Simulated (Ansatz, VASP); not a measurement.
**Pt3PbC: VASP beside Ansatz**

The input INCAR:

```
  PREC = Accurate
  ENCUT = 520
  EDIFF = 1E-6
  ISMEAR = -1
  SIGMA = 0.1
  LREAL = F
  LASPH = T
  NELM = 100
  ALGO = Normal
  ISIF = 2
  LWAVE = F
  LCHARG = F
  GGA = PE
  NBANDS = 32
```

KPOINTS

```
regular mesh
0
Gamma
  5 5 5
```

The input POSCAR:

```
Pt3PbC
1.0
    4.3188606241      0.0000000000      0.0000000000
    0.0000000000      4.3188606241      0.0000000000
    0.0000000000      0.0000000000      4.3188606241
Pt Pb C
3 1 1
Direct
    0.0000000000      0.5000000000      0.5000000000
    0.5000000000      0.5000000000      0.0000000000
    0.5000000000      0.0000000000      0.5000000000
    0.0000000000      0.0000000000      0.0000000000
    0.5000000000      0.5000000000      0.5000000000
```

Input for Ansatz:

```yaml
crystal:
  lattice:
    - [4.318860624073761, 0.0, 0.0]
    - [0.0, 4.318860624073761, 0.0]
    - [0.0, 0.0, 4.318860624073761]
  atoms:
    - { symbol: Pt, position: [0.0, 0.5, 0.5] }
    - { symbol: Pt, position: [0.5, 0.5, 0.0] }
    - { symbol: Pt, position: [0.5, 0.0, 0.5] }
    - { symbol: Pb, position: [0.0, 0.0, 0.0] }
    - { symbol: C, position: [0.5, 0.5, 0.5] }
basis:
  ecutwfc: 550.0
kpoints:
  mp_grid:
    grid: [5, 5, 5]
hamiltonian:
  xc: pbe
scf:
  occupations:
    method: fermi_dirac
output:
  stress: true
```

Alike in both runs: task single point; functional PBE; k mesh 5 × 5 × 5; no spin polarisation.

|  | VASP | Ansatz |
| --- | --- | --- |
| version | VASP 6.6.1 | Ansatz 0.2.0 |
| potentials or method | VASP PAW PBE potentials, release 64 (Pt, Pb_d, C), cutoff 520 eV | plane waves, PAW |
| occupations | fermi-dirac, width 0.1 eV | fermi-dirac |
| valence electrons in the cell | 48 | 72 |

|  | VASP | Ansatz | Ansatz less VASP |
| --- | --- | --- | --- |
| pressure (GPa) | 2.6 | 2.7 | +0.09 |

VASP's potentials hold 48 valence electrons a cell and Ansatz's 72, so a difference there can come from the potentials and not from the codes.

Neither program's run includes spin-orbit coupling.
